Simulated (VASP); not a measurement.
# CsBaPd4 (F-43m) in VASP: further runs

CsBaPd4 is run at these levels: PBE; tasks: single point.

Everything below comes from runs of VASP 6.6.1. Logs are shortened: lines on timing, memory, paths and dates and some standing lists are left out, and cuts for length are marked.

## (1) The cell of the first run

Symmetry: F-43m, No. 216, cubic system. The conventional cell has a = 8.058 Å, b = 8.058 Å, c = 8.058 Å, α = 90.00°, β = 90.00°, γ = 90.00°. Within 4.4 Å of Cs (site symmetry -43m) lie 12 Pd at 3.34 Å and 4 Ba at 3.49 Å. Ba (site symmetry -43m) has 12 Pd at 3.34 Å and 4 Cs at 3.49 Å within 4.4 Å. Pd (site symmetry 3m) has 6 Pd at 2.83 to 2.87 Å and 3 Ba at 3.34 Å and 3 Cs at 3.34 Å within 3.7 Å.

## (2) Single point, PBE

INCAR reads:

```
SYSTEM = CsBaPd4
  PREC = Accurate
  ENCUT = 520
  EDIFF = 1E-7
  ISMEAR = 0
  SIGMA = 0.1
  LREAL = .FALSE.
  LASPH = .TRUE.
  NELM = 100
  ALGO = Fast
  ISIF = 2
  LWAVE = .FALSE.
  LCHARG = .FALSE.
  GGA = PE
  NBANDS = 38
```

KPOINTS reads:

```
regular mesh
0
G
  4 4 4
  0 0 0
```

POSCAR reads:

```
CsBaPd4
1.0
    0.0000000000      4.0291684039      4.0291684039
    4.0291684039      0.0000000000      4.0291684039
    4.0291684039      4.0291684039      0.0000000000
Cs Ba Pd
1 1 4
Direct
    0.2500000000      0.2500000000      0.2500000000
    0.0000000000      0.0000000000      0.0000000000
    0.6257700000      0.1226900000      0.6257700000
    0.6257700000      0.6257700000      0.1226900000
    0.6257700000      0.6257700000      0.6257700000
    0.1226900000      0.6257700000      0.6257700000
```

Potentials or basis: VASP PAW PBE potentials, release 64 (Cs_sv, Ba_sv, Pd).

Started as:

```bash
$ cat potpaw_PBE.64/Cs_sv/POTCAR potpaw_PBE.64/Ba_sv/POTCAR potpaw_PBE.64/Pd/POTCAR > POTCAR
$ mpirun -np 1 vasp_std > vasp.out
```

OUTCAR:

```text
SYSTEM = CsBaPd4
   PREC = Accurate
   ENCUT = 520
   EDIFF = 1E-7
   ISMEAR = 0
   LREAL = .FALSE.
   LASPH = .TRUE.
   NELM = 100
   ISIF = 2
   GGA = PE

 ion  position               nearest neighbor table
   1  0.250  0.250  0.250-   2 3.49   2 3.49   2 3.49   2 3.49
   2  0.000  0.000  0.000-   3 3.34   4 3.34   6 3.34   5 3.34   5 3.34   5 3.34   3 3.34   3 3.34
                             6 3.34   4 3.34   4 3.34   6 3.34   1 3.49   1 3.49   1 3.49   1 3.49
   3  0.626  0.123  0.626-   4 2.83   5 2.83   6 2.83   4 2.87   5 2.87   6 2.87   2 3.34   2 3.34
                             2 3.34
   4  0.626  0.626  0.123-   3 2.83   5 2.83   6 2.83   5 2.87   3 2.87   6 2.87   2 3.34   2 3.34
                             2 3.34
   5  0.626  0.626  0.626-   3 2.83   4 2.83   6 2.83   4 2.87   3 2.87   6 2.87   2 3.34   2 3.34
                             2 3.34
   6  0.123  0.626  0.626-   3 2.83   4 2.83   5 2.83   5 2.87   4 2.87   3 2.87   2 3.34   2 3.34
                             2 3.34

  LATTYP: Found a face centered cubic cell.
 ALAT       =     8.0583368078

  Lattice vectors:

 A1 = (   0.0000000000,   4.0291684039,   4.0291684039)
 A2 = (   4.0291684039,   0.0000000000,   4.0291684039)
 A3 = (   4.0291684039,   4.0291684039,   0.0000000000)

Analysis of symmetry for initial positions (statically):
=====================================================================
 Subroutine PRICEL returns:
 Original cell was already a primitive cell.

 Routine SETGRP: Setting up the symmetry group for a
 face centered cubic supercell.

 Subroutine GETGRP returns: Found 24 space group operations
 (whereof 24 operations were pure point group operations)
 out of a pool of 48 trial point group operations.

The static configuration has the point symmetry T_d .

Analysis of symmetry for dynamics (positions and initial velocities):
=====================================================================
 Subroutine PRICEL returns:
 Original cell was already a primitive cell.

 Routine SETGRP: Setting up the symmetry group for a
 face centered cubic supercell.

 Subroutine GETGRP returns: Found 24 space group operations
 (whereof 24 operations were pure point group operations)
 out of a pool of 48 trial point group operations.

The dynamic configuration has the point symmetry T_d .

 Subroutine INISYM returns: Found 24 space group operations
 (whereof 24 operations are pure point group operations),
 and found     1 'primitive' translations

----------------------------------------------------------------------------------------

                                     Primitive cell

  volume of cell :     130.8206

  direct lattice vectors                    reciprocal lattice vectors
     0.000000000  4.029168404  4.029168404    -0.124095086  0.124095086  0.124095086
     4.029168404  0.000000000  4.029168404     0.124095086 -0.124095086  0.124095086
     4.029168404  4.029168404  0.000000000     0.124095086  0.124095086 -0.124095086

  length of vectors
     5.698104602  5.698104602  5.698104602     0.214938994  0.214938994  0.214938994

  position of ions in fractional coordinates (direct lattice)
     0.250000000  0.250000000  0.250000000
     0.000000000  0.000000000  0.000000000
     0.625770000  0.122690000  0.625770000
     0.625770000  0.625770000  0.122690000
     0.625770000  0.625770000  0.625770000
     0.122690000  0.625770000  0.625770000

  ion indices of the primitive-cell ions
   primitive index   ion index
                 1           1
                 2           2
                 3           3
                 4           4
                 5           5
                 6           6

----------------------------------------------------------------------------------------

 KPOINTS: regular mesh

Automatic generation of k-mesh.
 Grid dimensions read from file:
 generate k-points for:    4    4    4

 Generating k-lattice:

  Cartesian coordinates                     Fractional coordinates (reciprocal lattice)
    -0.031023772  0.031023772  0.031023772     0.250000000  0.000000000  0.000000000
     0.031023772 -0.031023772  0.031023772     0.000000000  0.250000000  0.000000000
     0.031023772  0.031023772 -0.031023772     0.000000000  0.000000000  0.250000000

  Length of vectors
     0.053734749  0.053734749  0.053734749

  Shift w.r.t. Gamma in fractional coordinates (k-lattice)
     0.000000000  0.000000000  0.000000000

 Subroutine IBZKPT returns following result:
 ===========================================

 Found      8 irreducible k-points:

 Following reciprocal coordinates:
            Coordinates               Weight
  0.000000  0.000000  0.000000      1.000000
  0.250000  0.000000  0.000000      8.000000
  0.500000  0.000000  0.000000      4.000000
  0.250000  0.250000  0.000000      6.000000
  0.500000  0.250000  0.000000     24.000000
 -0.250000  0.250000  0.000000     12.000000
  0.500000  0.500000  0.000000      3.000000
 -0.250000  0.500000  0.250000      6.000000
   k-points           NKPTS =      8   k-points in BZ     NKDIM =      8   number of bands    NBANDS=     38
   number of dos      NEDOS =    301   number of ions     NIONS =      6
   total plane-waves  NPLWV =  74088
   dimension x,y,z NGX =    42 NGY =   42 NGZ =   42
   dimension x,y,z NGXF=    84 NGYF=   84 NGZF=   84
   ions per type =               1   1   4
   NGX,Y,Z   is equivalent  to a cutoff of  12.25, 12.25, 12.25 a.u.
   NGXF,Y,Z  is equivalent  to a cutoff of  24.51, 24.51, 24.51 a.u.
 SYSTEM =  CsBaPd4
   PREC   = accura    normal or accurate (medium, high low for compatibility)
   ISTART =      0    job   : 0-new  1-cont  2-samecut
   ICHARG =      2    charge: 1-file 2-atom 10-const
   ISPIN  =      1    spin polarized calculation?
   LNONCOLLINEAR =      F non collinear calculations
   LSORBIT =      F    spin-orbit coupling
   LASPH  =      T    aspherical Exc in radial PAW
   ENCUT  =  520.0 eV  38.22 Ry    6.18 a.u.  10.59 10.59 10.59*2*pi/ulx,y,z
   NELM   =    100;   NELMIN=  2; NELMDL= -5     # of ELM steps
   EDIFF  = 0.1E-06   stopping-criterion for ELM
   LREAL  =      F    real-space projection
   EDIFFG = 0.1E-05   stopping-criterion for IOM
   NSW    =      0    number of steps for IOM
   IBRION =     -1    ionic relax: 0-MD 1-quasi-New 2-CG
   NFREE  =      0    steps in history (QN), initial steepest desc. (CG)
   ISIF   =      2    stress and relaxation
   ISYM   =      2    0-nonsym 1-usesym 2-fastsym
   POTIM  = 0.5000    time-step for ionic-motion
   TEBEG  =    0.0;   TEEND  =   0.0 temperature during run
   PSTRESS=    0.0 pullay stress
   NELECT =      59.0000    total number of electrons
   NUPDOWN=      -1.0000    fix difference up-down
   EMIN   =  10.00;   EMAX   =-10.00  energy-range for DOS
   EFERMI =   0.00;   METHOD = LEGACY
   ISMEAR =     0;   SIGMA  =   0.10  broadening in eV -4-tet -1-fermi 0-gaus
   EFERMI_NEDOS =   21; number of points for ismear=-14 and -15
   IALGO  =     68    algorithm
   IMIX   =      4    mixing-type and parameters
     AMIX     =   0.40;   BMIX     =  1.00
     AMIX_MAG =   1.60;   BMIX_MAG =  1.00
  volume/ion in A,a.u.               =      21.80       147.14
  Fermi-wavevector in a.u.,A,eV,Ry     =   1.255452  2.372460 21.444952  1.576160
  Thomas-Fermi vector in A             =   2.389208
   LORBIT       =      0    0 simple, 1 ext, 2 COOP (PROOUT), +10 PAW based schemes
   GGA     = PE    functional components
   LHFCALC =     F    Hartree Fock is set to
   AEXX    =    0.0000 exact exchange contribution
   IVDW    =     0    specifies the selected vdW correction
   LEPSILON=     F    determine dielectric tensor
   LRPA    =     F    only Hartree local field effects (RPA)
 non-spin polarized calculation
 RMM-DIIS sequential band-by-band and
 Gauss-broadening in eV      SIGMA  =   0.10
  energy-cutoff  :      520.00
  volume of cell :      130.82
 maximum number of plane-waves:      3543
   NGX = 21   NGY = 21   NGZ = 21

 number of electron      58.9999992 magnetization

 Free energy of the ion-electron system (eV)
  ---------------------------------------------------
  ext. energy  EPLUGINS =         0.00000000
  ---------------------------------------------------
  free energy    TOTEN  =       -24.98582291 eV

  energy without entropy =      -24.97089136  energy(sigma->0) =      -24.97835714

 E-fermi :   5.9095     XC(G=0): -11.1740

 val. band max:        5.8548482141   @ k =  -0.2500   0.2500   0.0000
 cond. band min:       5.9654344245   @ k =   0.2500   0.2500   0.0000
 fundamental gap:      0.1105862103
 Fermi energy:         5.9095109019

 k-point     1 :       0.0000    0.0000    0.0000
  band No.  band energies     occupation
      1     -21.2777      2.00000
      2     -15.5454      2.00000
      3      -6.7274      2.00000
      4      -6.7274      2.00000
      5      -6.7274      2.00000
      6      -2.7441      2.00000
[... 30 lines left out ...]
     37       9.9001      0.00000
     38       9.9001      0.00000

 k-point     2 :       0.2500    0.0000    0.0000
  band No.  band energies     occupation
      1     -21.2737      2.00000
      2     -15.5552      2.00000
      3      -6.7365      2.00000
      4      -6.7365      2.00000
      5      -6.7315      2.00000
      6      -2.8120      2.00000
[... 30 lines left out ...]
     37      10.0308      0.00000
     38      11.3302      0.00000

 k-point     3 :       0.5000    0.0000    0.0000
  band No.  band energies     occupation
      1     -21.2697      2.00000
      2     -15.5646      2.00000
      3      -6.7550      2.00000
      4      -6.7452      2.00000
      5      -6.7452      2.00000
      6      -2.7787      2.00000
[... 30 lines left out ...]
     37      10.6003      0.00000
[... 125 lines left out ...]
 k-point     7 :       0.5000    0.5000    0.0000
  band No.  band energies     occupation
      1     -21.2671      2.00000
      2     -15.5706      2.00000
      3      -6.7960      2.00000
      4      -6.7960      2.00000
      5      -6.6606      2.00000
      6      -2.9254      2.00000
[... 30 lines left out ...]
     37      10.6841      0.00000
     38      10.8057      0.00000

 k-point     8 :      -0.2500    0.5000    0.2500
  band No.  band energies     occupation
      1     -21.2671      2.00000
      2     -15.5704      2.00000
      3      -6.8299      2.00000
      4      -6.8033      2.00000
      5      -6.6310      2.00000
      6      -2.8237      2.00000
[... 30 lines left out ...]
     37      10.8384      0.00000
     38      11.4025      0.00000

------------------------ aborting loop because EDIFF is reached ----------------------------------------

  FORCE on cell =-STRESS in cart. coord.  units (eV):
  Direction    XX          YY          ZZ          XY          YZ          ZX
  --------------------------------------------------------------------------------------
  -------------------------------------------------------------------------------------
  Total        2.3730456      2.3730456      2.3730456     -0.0000000     -0.0000000      0.0000000
  in kB       29.0629983     29.0629983     29.0629983     -0.0000000     -0.0000000      0.0000000
  external PRESSURE =      29.0629983 kB  Pullay stress =       0.0000000 kB

 VOLUME and BASIS-vectors are now :
 -----------------------------------------------------------------------------
  energy-cutoff  :      520.00
  volume of cell :      130.82
      direct lattice vectors                 reciprocal lattice vectors
     0.000000000  4.029168404  4.029168404    -0.124095086  0.124095086  0.124095086
     4.029168404  0.000000000  4.029168404     0.124095086 -0.124095086  0.124095086
     4.029168404  4.029168404  0.000000000     0.124095086  0.124095086 -0.124095086

 POSITION                                       TOTAL-FORCE (eV/Angst)
 -----------------------------------------------------------------------------------
      2.01458      2.01458      2.01458        -0.000000     -0.000000     -0.000000
      0.00000      0.00000      0.00000        -0.000000     -0.000000     -0.000000
      3.01567      5.04267      3.01567         0.046635     -0.046635      0.046635
      3.01567      3.01567      5.04267         0.046635      0.046635     -0.046635
      5.04267      5.04267      5.04267        -0.046635     -0.046635     -0.046635
      5.04267      3.01567      3.01567        -0.046635      0.046635      0.046635
 -----------------------------------------------------------------------------------
    total drift:                               -0.000000     -0.000000     -0.000000

  FREE ENERGIE OF THE ION-ELECTRON SYSTEM (eV)
  ---------------------------------------------------
  free  energy   TOTEN  =       -24.9858229094 eV

  energy  without entropy=      -24.9708913615  energy(sigma->0) =      -24.97835714
```

Wall time 63 s (1 thread of Intel Xeon Platinum 8488C (Sapphire Rapids), shared host); peak memory 0.28 GiB.

Results:

| Quantity | Value |
| --- | --- |
| Free energy | -24.9858 eV |
| Pressure | 2.9 GPa |
| Largest force | 0.081 eV/Å |

Forces in eV/Å, atoms in the order of the input:
```
Cs   0.000  0.000  0.000
Ba   0.000  0.000  0.000
Pd   0.047 -0.047  0.047
Pd   0.047  0.047 -0.047
Pd  -0.047 -0.047 -0.047
Pd  -0.047  0.047  0.047
```

Caveat: spin-orbit coupling is left out, which moves the levels of the heavy elements.

## (3) Single point, PBE

This run uses another cell than the first one, of 22.47 Å³/atom, 1.031 times its volume.

INCAR reads:

```
SYSTEM = CsBaPd4
  PREC = Accurate
  ENCUT = 520
  EDIFF = 1E-6
  ISMEAR = 0
  SIGMA = 0.1
  LREAL = .FALSE.
  LASPH = .TRUE.
  NELM = 100
  ALGO = Fast
  ISIF = 2
  LWAVE = .FALSE.
  LCHARG = .TRUE.
  GGA = PE
  LELF = .TRUE.
  LVHAR = .TRUE.
  NBANDS = 38
```

KPOINTS reads:

```
Automatic mesh
0
G
  8 8 8
  0 0 0
```

POSCAR reads:

```
CsBaPd4
1.0
    0.0000000000      4.0700892833      4.0700892833
    4.0700892833      0.0000000000      4.0700892833
    4.0700892833      4.0700892833      0.0000000000
Cs Ba Pd
1 1 4
Direct
    0.2500000000      0.2500000000      0.2500000000
    0.0000000000      0.0000000000      0.0000000000
    0.6254267914      0.1237196259      0.6254267914
    0.6254267914      0.6254267914      0.1237196259
    0.6254267914      0.6254267914      0.6254267914
    0.1237196259      0.6254267914      0.6254267914
```

Potentials or basis: VASP PAW PBE potentials, release 64 (Cs_sv, Ba_sv, Pd).

Started as:

```bash
$ cat potpaw_PBE.64/Cs_sv/POTCAR potpaw_PBE.64/Ba_sv/POTCAR potpaw_PBE.64/Pd/POTCAR > POTCAR
$ mpirun -np 1 vasp_std > vasp.out
```

Run time: 3.5 min. Hardware: 1 thread of Intel Xeon Platinum 8488C (Sapphire Rapids), shared host; peak memory 0.4 GiB.

The run converged. Its results:

| Property | Result |
| --- | --- |
| Free energy | -25.0545 eV |
| Pressure | 0.7 GPa |
| Largest force | 0.007 eV/Å |

Forces in eV/Å, atoms in the order of the input:
```
Cs   0.000  0.000  0.000
Ba   0.000  0.000  0.000
Pd   0.004 -0.004  0.004
Pd   0.004  0.004 -0.004
Pd  -0.004 -0.004 -0.004
Pd  -0.004  0.004  0.004
```

Levels at points of the mesh, in eV from the Fermi level:
```tsv
k point	band 28	band 29	band 30	band 31	band 32	band 33
(0.00, 0.00, 0.00)	0.22	0.22	0.95	0.95	2.04	2.50
(0.50, 0.00, 0.00)	-0.82	-0.82	0.22	2.40	2.40	2.46
(0.50, 0.50, 0.00)	-0.92	-0.90	-0.90	2.21	2.29	2.85
```

Caveat: spin-orbit coupling is left out, which moves the levels of the heavy elements.
